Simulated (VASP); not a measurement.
# Eu (Im-3m) in VASP: single point with LDA

Aim: the single point of Eu with LDA.

Program: VASP 6.6.1. These are calculated values, not measurements. Logs are shortened: lines on timing, memory, paths and dates and some standing lists are left out, and cuts for length are marked.

## 1. The cell of the first run

Symmetry: Im-3m, No. 229, cubic system. The conventional cell has a = 4.606 Å, b = 4.606 Å, c = 4.606 Å, α = 90.00°, β = 90.00°, γ = 90.00°. Eu (site symmetry m-3m) has 14 Eu at 3.99 to 4.61 Å within 5.2 Å.

## 2. Single point, LDA, collinear spin, ferromagnetic start

Input file INCAR:

```
SYSTEM = Eu
ALGO = Normal
EDIFF = 1E-6
ENCUT = 520
GGA = CA
ISIF = 2
ISMEAR = -1
ISPIN = 2
LASPH = .TRUE.
LCHARG = .TRUE.
LELF = .TRUE.
LMAXMIX = 6
LORBIT = 11
LREAL = .FALSE.
LVHAR = .TRUE.
LWAVE = .FALSE.
MAGMOM = 7.1
NBANDS = 18
NELM = 150
PREC = Accurate
SIGMA = 0.05
```

Input file KPOINTS:

```
k-points
0
G
  12 12 12
  0 0 0
```

Input file POSCAR:

```
Eu
1.0
   -2.3030000000      2.3030000000      2.3030000000
    2.3030000000     -2.3030000000      2.3030000000
    2.3030000000      2.3030000000     -2.3030000000
Eu
1
Direct
    0.0000000000      0.0000000000      0.0000000000
```

Potentials or basis: VASP PAW PBE potentials, release 64 (Eu).

Started as:

```
> cat potpaw_PBE.64/Eu/POTCAR > POTCAR
> mpirun -np 1 vasp_std > vasp.out
```

OUTCAR:

```text
SYSTEM = Eu
   EDIFF = 1E-6
   ENCUT = 520
   GGA = CA
   ISIF = 2
   ISMEAR = -1
   ISPIN = 2
   LASPH = .TRUE.
   LORBIT = 11
   LREAL = .FALSE.
   NELM = 150
   PREC = Accurate

 ion  position               nearest neighbor table
   1  0.000  0.000  0.000-

  LATTYP: Found a body centered cubic cell.
 ALAT       =     4.6060000000

  Lattice vectors:

 A1 = (  -2.3030000000,   2.3030000000,   2.3030000000)
 A2 = (   2.3030000000,  -2.3030000000,   2.3030000000)
 A3 = (   2.3030000000,   2.3030000000,  -2.3030000000)

Analysis of symmetry for initial positions (statically):
=====================================================================
 Subroutine PRICEL returns:
 Original cell was already a primitive cell.

 Routine SETGRP: Setting up the symmetry group for a
 body centered cubic supercell.

 Subroutine GETGRP returns: Found 48 space group operations
 (whereof 48 operations were pure point group operations)
 out of a pool of 48 trial point group operations.

The static configuration has the point symmetry O_h .

Analysis of symmetry for dynamics (positions and initial velocities):
=====================================================================
 Subroutine PRICEL returns:
 Original cell was already a primitive cell.

 Routine SETGRP: Setting up the symmetry group for a
 body centered cubic supercell.

 Subroutine GETGRP returns: Found 48 space group operations
 (whereof 48 operations were pure point group operations)
 out of a pool of 48 trial point group operations.

The dynamic configuration has the point symmetry O_h .

Analysis of structural, dynamic, and magnetic symmetry:
=====================================================================
 Subroutine PRICEL returns:
 Original cell was already a primitive cell.

 Routine SETGRP: Setting up the symmetry group for a
 body centered cubic supercell.

 Subroutine GETGRP returns: Found 48 space group operations
 (whereof 48 operations were pure point group operations)
 out of a pool of 48 trial point group operations.

The overall configuration has the point symmetry O_h .

 Subroutine INISYM returns: Found 48 space group operations
 (whereof 48 operations are pure point group operations),
 and found     1 'primitive' translations

----------------------------------------------------------------------------------------

                                     Primitive cell

  volume of cell :      48.8587

  direct lattice vectors                    reciprocal lattice vectors
    -2.303000000  2.303000000  2.303000000     0.000000000  0.217108120  0.217108120
     2.303000000 -2.303000000  2.303000000     0.217108120  0.000000000  0.217108120
     2.303000000  2.303000000 -2.303000000     0.217108120  0.217108120  0.000000000

  length of vectors
     3.988913010  3.988913010  3.988913010     0.307037248  0.307037248  0.307037248

  position of ions in fractional coordinates (direct lattice)
     0.000000000  0.000000000  0.000000000

  ion indices of the primitive-cell ions
   primitive index   ion index
                 1           1

----------------------------------------------------------------------------------------

 KPOINTS: k-points

Automatic generation of k-mesh.
 Grid dimensions read from file:
 generate k-points for:   12   12   12

 Generating k-lattice:

  Cartesian coordinates                     Fractional coordinates (reciprocal lattice)
     0.000000000  0.018092343  0.018092343     0.083333333  0.000000000  0.000000000
     0.018092343  0.000000000  0.018092343     0.000000000  0.083333333  0.000000000
     0.018092343  0.018092343  0.000000000     0.000000000  0.000000000  0.083333333

  Length of vectors
     0.025586437  0.025586437  0.025586437

  Shift w.r.t. Gamma in fractional coordinates (k-lattice)
     0.000000000  0.000000000  0.000000000

 Subroutine IBZKPT returns following result:
 ===========================================

 Found     72 irreducible k-points:

 Following reciprocal coordinates:
            Coordinates               Weight
  0.000000  0.000000  0.000000      1.000000
  0.083333  0.000000  0.000000     12.000000
  0.166667  0.000000  0.000000     12.000000
  0.250000  0.000000  0.000000     12.000000
  0.333333  0.000000  0.000000     12.000000
  0.416667  0.000000  0.000000     12.000000
[... 16 lines left out ...]
  0.333333  0.083333  0.083333     24.000000
  0.416667  0.083333  0.083333     12.000000
 [... further k-points ...]
   k-points           NKPTS =     72   k-points in BZ     NKDIM =     72   number of bands    NBANDS=     18
   number of dos      NEDOS =    301   number of ions     NIONS =      1
   total plane-waves  NPLWV =  27000
   dimension x,y,z NGX =    30 NGY =   30 NGZ =   30
   dimension x,y,z NGXF=    60 NGYF=   60 NGZF=   60
   ions per type =               1
   NGX,Y,Z   is equivalent  to a cutoff of  12.50, 12.50, 12.50 a.u.
   NGXF,Y,Z  is equivalent  to a cutoff of  25.01, 25.01, 25.01 a.u.
 SYSTEM =  Eu
   PREC   = accura    normal or accurate (medium, high low for compatibility)
   ISTART =      0    job   : 0-new  1-cont  2-samecut
   ICHARG =      2    charge: 1-file 2-atom 10-const
   ISPIN  =      2    spin polarized calculation?
   LNONCOLLINEAR =      F non collinear calculations
   LSORBIT =      F    spin-orbit coupling
   LASPH  =      T    aspherical Exc in radial PAW
   ENCUT  =  520.0 eV  38.22 Ry    6.18 a.u.   7.42  7.42  7.42*2*pi/ulx,y,z
   NELM   =    150;   NELMIN=  2; NELMDL= -5     # of ELM steps
   EDIFF  = 0.1E-05   stopping-criterion for ELM
   LREAL  =      F    real-space projection
[... 7 lines left out ...]
   TEBEG  =    0.0;   TEEND  =   0.0 temperature during run
   PSTRESS=    0.0 pullay stress
   NELECT =      17.0000    total number of electrons
   NUPDOWN=      -1.0000    fix difference up-down
   EMIN   =  10.00;   EMAX   =-10.00  energy-range for DOS
   EFERMI =   0.00;   METHOD = LEGACY
   ISMEAR =    -1;   SIGMA  =   0.05  broadening in eV -4-tet -1-fermi 0-gaus
   EFERMI_NEDOS =   21; number of points for ismear=-14 and -15
   IALGO  =     38    algorithm
   IMIX   =      4    mixing-type and parameters
     AMIX     =   0.40;   BMIX     =  1.00
     AMIX_MAG =   1.60;   BMIX_MAG =  1.00
  volume/ion in A,a.u.               =      48.86       329.71
  Fermi-wavevector in a.u.,A,eV,Ry     =   1.151447  2.175919 18.039008  1.325830
  Thomas-Fermi vector in A             =   2.288104
   LORBIT       =     11    0 simple, 1 ext, 2 COOP (PROOUT), +10 PAW based schemes
   GGA     = CA    functional components
   LHFCALC =     F    Hartree Fock is set to
   AEXX    =    0.0000 exact exchange contribution
   IVDW    =     0    specifies the selected vdW correction
   LEPSILON=     F    determine dielectric tensor
   LRPA    =     F    only Hartree local field effects (RPA)
 spin polarized calculation
  energy-cutoff  :      520.00
  volume of cell :       48.86
 maximum number of plane-waves:      1333
 NGX is ok and might be reduce to    30
   NGX = 15   NGY = 15   NGZ = 15

 number of electron      17.0000007 magnetization       7.2284831

 Free energy of the ion-electron system (eV)
  ---------------------------------------------------
  ext. energy  EPLUGINS =         0.00000000
  ---------------------------------------------------
  free energy    TOTEN  =       -11.18623470 eV

  energy without entropy =      -11.17455580  energy(sigma->0) =      -11.18039525

 E-fermi :   1.3208     XC(G=0):  -8.5141

 val. band max:        1.3154990053   @ k =   0.5000   0.5000   0.2500
 cond. band min:       1.3275561134   @ k =  -0.4167   0.4167   0.4167
 fundamental gap:      0.0120571082
 Fermi energy:         1.3207845647

 spin component 1

 k-point     1 :       0.0000    0.0000    0.0000
  band No.  band energies     occupation
      1     -40.1651      1.00000
      2     -18.9562      1.00000
      3     -18.9562      1.00000
      4     -18.9562      1.00000
      5      -2.7458      1.00000
      6       0.8267      0.99995
[... 10 lines left out ...]
     17       4.4739      0.00000
     18      10.2622      0.00000

 k-point     2 :       0.0833    0.0000    0.0000
  band No.  band energies     occupation
      1     -40.1639      1.00000
      2     -18.9756      1.00000
      3     -18.9626      1.00000
      4     -18.9563      1.00000
      5      -2.6075      1.00000
      6       0.8263      0.99995
[... 10 lines left out ...]
     17       4.4808      0.00000
     18      10.3863      0.00000
[... 442 lines left out ...]
 k-point    24 :       0.4167    0.0833    0.0833
  band No.  band energies     occupation
      1     -40.1465      1.00000
      2     -19.2147      1.00000
      3     -19.0608      1.00000
      4     -18.9743      1.00000
      5       0.0696      1.00000
      6       0.8351      0.99994
[... 10 lines left out ...]
     17       6.5729      0.00000
     18       6.6456      0.00000

 [... further k-points ...]

 spin component 2

 k-point     1 :       0.0000    0.0000    0.0000
  band No.  band energies     occupation
      1     -37.3228      1.00000
      2     -16.7867      1.00000
      3     -16.7867      1.00000
      4     -16.7867      1.00000
      5      -2.2067      1.00000
      6       3.8056      0.00000
[... 10 lines left out ...]
     17       5.4729      0.00000
     18      11.0378      0.00000

 k-point     2 :       0.0833    0.0000    0.0000
  band No.  band energies     occupation
      1     -37.3212      1.00000
      2     -16.8117      1.00000
      3     -16.7947      1.00000
      4     -16.7868      1.00000
      5      -2.0628      1.00000
      6       3.6724      0.00000
[... 10 lines left out ...]
     17       5.5411      0.00000
     18      11.1579      0.00000
[... 442 lines left out ...]
 k-point    24 :       0.4167    0.0833    0.0833
  band No.  band energies     occupation
      1     -37.2985      1.00000
      2     -17.1170      1.00000
      3     -16.9186      1.00000
      4     -16.8108      1.00000
      5       0.6932      1.00000
      6       2.3636      0.00000
[... 10 lines left out ...]
     17       7.6619      0.00000
     18       7.8412      0.00000

 [... further k-points ...]
[... 5 lines left out ...]
  --------------------------------------------------------------------------------------
  -------------------------------------------------------------------------------------
  Total       -1.1449878     -1.1449878     -1.1449878      0.0000000      0.0000000     -0.0000000
  in kB      -37.5465156    -37.5465156    -37.5465156      0.0000000      0.0000000     -0.0000000
  external PRESSURE =     -37.5465156 kB  Pullay stress =       0.0000000 kB

 VOLUME and BASIS-vectors are now :
 -----------------------------------------------------------------------------
  energy-cutoff  :      520.00
  volume of cell :       48.86
      direct lattice vectors                 reciprocal lattice vectors
    -2.303000000  2.303000000  2.303000000     0.000000000  0.217108120  0.217108120
     2.303000000 -2.303000000  2.303000000     0.217108120  0.000000000  0.217108120
     2.303000000  2.303000000 -2.303000000     0.217108120  0.217108120  0.000000000

 POSITION                                       TOTAL-FORCE (eV/Angst)
 -----------------------------------------------------------------------------------
      0.00000      0.00000      0.00000         0.000000     -0.000000      0.000000
 -----------------------------------------------------------------------------------
    total drift:                               -0.000000     -0.000000      0.000000

  FREE ENERGIE OF THE ION-ELECTRON SYSTEM (eV)
  ---------------------------------------------------
  free  energy   TOTEN  =       -11.1862347047 eV

  energy  without entropy=      -11.1745558028  energy(sigma->0) =      -11.18039525

 total charge

# of ion       s       p       d       f       tot
--------------------------------------------------
    1        2.077   5.659   0.237   6.684  14.658

 magnetization (x)

# of ion       s       p       d       f       tot
--------------------------------------------------
    1       -0.001  -0.080   0.100   6.682   6.701
```

Wall time 4 min (1 thread of AMD EPYC 7R43 (Zen 3), shared host); peak memory 0.21 GiB.

Results:

```yaml
Free_energy: -11.1862 eV
Pressure: -3.8 GPa
Net_moment: 7.23 μB per cell
Site_moments: Eu +6.70 μB
Valence_electrons_inside_the_program's_atomic_spheres: Eu 14.66
```

Caveat: the cell stands under tension; the PAW data sets were made with another functional, which shifts forces and pressure a little; spin-orbit coupling is left out, which moves the levels of the heavy elements; semilocal functionals describe open f shells poorly, which spoils levels, moments and volumes. The state reached can hang on the start; a lower one may exist.
